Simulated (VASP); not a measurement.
Input of a VASP 6.6.1 run:

INCAR

```
ALGO = Normal
EDIFF = 1E-6
ENCUT = 520
GGA = PE
ISIF = 2
ISMEAR = -1
LASPH = T
LCHARG = T
LELF = T
LREAL = F
LVHAR = T
LWAVE = F
NBANDS = 12
NELM = 100
PREC = Accurate
SIGMA = 0.03
```

The input KPOINTS:

```
k-points
0
Gamma
  12 12 12
```

The input POSCAR:

```
Hg
1.0
    1.6949848368      0.9785999518      2.1887833115
   -1.6949848368      0.9785999518      2.1887833115
    0.0000000000     -1.9571999036      2.1887833115
Hg
1
Direct
    0.0000000000      0.0000000000      0.0000000000
```

Potentials or basis: VASP PAW PBE potentials, release 64 (Hg).

The run is started by

```sh
$ cat potpaw_PBE.64/Hg/POTCAR > POTCAR
$ mpirun -np 1 vasp_std > vasp.out
```

(1) Estimate the pressure.

(2) Predict the band gap on the k mesh.

## Answers

(1) 11.0 GPa.

(2) zero (bands 6 and 7 overlap by 3.56 eV).

Caveat: the cell stands under pressure; spin-orbit coupling is left out, which moves the levels of the heavy elements.
